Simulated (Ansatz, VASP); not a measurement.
BaHfO3 in VASP and in Ansatz

POSCAR

```
BaHfO3
1.0
    4.2605999463      0.0000000000      0.0000000000
    0.0000000000      4.2605999463      0.0000000000
    0.0000000000      0.0000000000      4.2605999463
Ba Hf O
1 1 3
Direct
    0.0000000000      0.0000000000      0.0000000000
    0.5000000000      0.5000000000      0.5000000000
    0.5000000000      0.5000000000      0.0000000000
    0.5000000000      0.0000000000      0.5000000000
    0.0000000000      0.5000000000      0.5000000000
```

The input INCAR.step1:

```
ALGO = Normal
EDIFF = 1E-5
ENCUT = 520
GGA = PE
ISIF = 2
ISMEAR = 0
LASPH = T
LCHARG = F
LREAL = F
LWAVE = T
NBANDS = 27
NELM = 60
PREC = Accurate
SIGMA = 0.01
```

The input INCAR.step2:

```
ALGO = Normal
EDIFF = 1E-7
ENCUT = 520
GGA = PE
HFSCREEN = 0.2079
ISIF = 2
ISMEAR = 0
ISTART = 1
LASPH = T
LCHARG = F
LHFCALC = T
LREAL = F
LWAVE = F
NBANDS = 27
NELM = 60
PREC = Accurate
PRECFOCK = Fast
SIGMA = 0.01
```

File KPOINTS:

```
k-points
0
Gamma
  4 4 4
```

Input for Ansatz:

```yaml
crystal:
  lattice:
    - [4.2605999463, 0.0, 0.0]
    - [0.0, 4.2605999463, 0.0]
    - [0.0, 0.0, 4.2605999463]
  atoms:
    - { symbol: Ba, position: [0.0, 0.0, 0.0] }
    - { symbol: Hf, position: [0.5, 0.5, 0.5] }
    - { symbol: O, position: [0.5, 0.5, 0.0] }
    - { symbol: O, position: [0.5, 0.0, 0.5] }
    - { symbol: O, position: [0.0, 0.5, 0.5] }
kpoints:
  mp_grid: { grid: [4, 4, 4] }
  band_path:
    path: [[0.0, 0.0, 0.0], [0.0, 0.5, 0.0], [0.5, 0.5, 0.0], [0.5, 0.5, 0.5]]
    npoints: 1
hamiltonian:
  xc: hse06
scf:
  occupations: { method: fixed }
  n_extra_bands: 5
output:
  forces: true
  stress: true
  eigenvalues: true
  write_density: true
  write_potential: true
  elf: true
  volumetric_format: npy
```

Change from the starting cell: hydrostatic strain +2.0%.

Alike in both runs: task single point; functional HSE06; k mesh 4 × 4 × 4; no spin polarisation.

```csv
,VASP,Ansatz
version,VASP 6.6.1,Ansatz 0.2.0
potentials or method,"VASP PAW PBE potentials, release 64 (Ba_sv, Hf_pv, O)","plane waves, PAW"
plane-wave cutoff (eV),520,420
occupations,"gaussian, width 0.01 eV",fixed
valence electrons in the cell,38,54
```

VASP gave:

```
gap on the k mesh at the Fermi level (eV) : 4.91
pressure (GPa)                            : -10.2
```

What did Ansatz give for the same quantities?

gap on the k mesh at the Fermi level (eV): 5.03; pressure (GPa): -9.0.

VASP's potentials hold 38 valence electrons a cell and Ansatz's 54, so a difference there can come from the potentials and not from the codes. Ansatz's warnings: stress exchange threshold loose, stress scf threshold loose.

Spin-orbit coupling is off throughout.
